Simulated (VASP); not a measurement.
Crystal: BaS.

```xyz
2
Lattice="3.8338 0.0000 0.0000 0.0000 3.8338 0.0000 0.0000 0.0000 3.8338" Properties=species:S:1:pos:R:3 pbc="T T T"
Ba    0.0000    0.0000    0.0000
S     1.9169    1.9169    1.9169
```

Base run:

| Item | Value |
| --- | --- |
| Program | VASP 6.6.1 |
| Functional | r2SCAN |
| Potentials or basis | VASP PAW PBE potentials, release 64 (Ba_sv, S) |
| Cutoff | 520 eV |
| k mesh | 6 × 6 × 6 |
| Occupations | gaussian, width 0.01 eV |
| Spin | no spin polarisation |

Its results: band gap on the k mesh 1.81 eV, indirect (least direct gap 1.91 eV); pressure 1.0 GPa.

The run is repeated on the same cell with these changes: functional from r2SCAN to PBE; further incar settings from ALGO = Normal; EDIFF = 1e-07; NBANDS = 15 to ALGO = Normal; EDIFF = 1e-06; NBANDS = 15. What comes out?

Band gap on the k mesh 1.43 eV, indirect (least direct gap 1.54 eV); pressure 1.2 GPa.

Caveats: spin-orbit coupling is left out, which moves the levels of the heavy elements; the PAW data sets were made with another functional, which shifts forces and pressure a little (some runs).

A k mesh can miss the band edges.
